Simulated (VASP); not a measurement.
Input of a VASP 6.6.1 run:

The input INCAR:

```
PREC     = Accurate       # precision mode
ENCUT    = 520            # plane-wave cutoff, eV
EDIFF    = 1E-6           # SCF threshold, eV
ISMEAR   = 0              # smearing method
SIGMA    = 0.05           # smearing width, eV
LREAL    = F              # projectors in reciprocal space
LASPH    = T              # aspherical terms in the spheres
NELM     = 80             # most SCF steps
ALGO     = Normal         # electronic algorithm
ISIF     = 2              # what is computed and relaxed
LWAVE    = F              # write WAVECAR
LCHARG   = F              # write CHGCAR
GGA      = PS             # functional
NBANDS   = 11             # bands
```

The input KPOINTS:

```
regular mesh
0
Gamma
  12 12 12
```

Contents of POSCAR:

```
SiC
1.0
    0.0000000000      2.1707313670      2.1707313670
    2.1707313670      0.0000000000      2.1707313670
    2.2299199756      2.2299199756     -0.0591886086
Si C
1 1
Direct
    0.0000000000      0.0000000000      0.0000000000
    0.7500000000      0.7500000000      0.7500000000
```

Potentials or basis: VASP PAW PBE potentials, release 64 (Si, C).

Launch:

```console
$ cat potpaw_PBE.64/Si/POTCAR potpaw_PBE.64/C/POTCAR > POTCAR
$ mpirun -np 1 vasp_std > vasp.out
```

Question: Estimate the largest force.

Answer: 0.254 eV/Å.

Question: Predict the pressure.

Answer: -5.4 GPa.

Stress tensor (GPa, compression positive):
```
-5.39 -6.57  6.57
-6.57 -5.39  6.57
 6.57  6.57 -5.39
```

Caveat: the PAW data sets were made with another functional, which shifts forces and pressure a little.
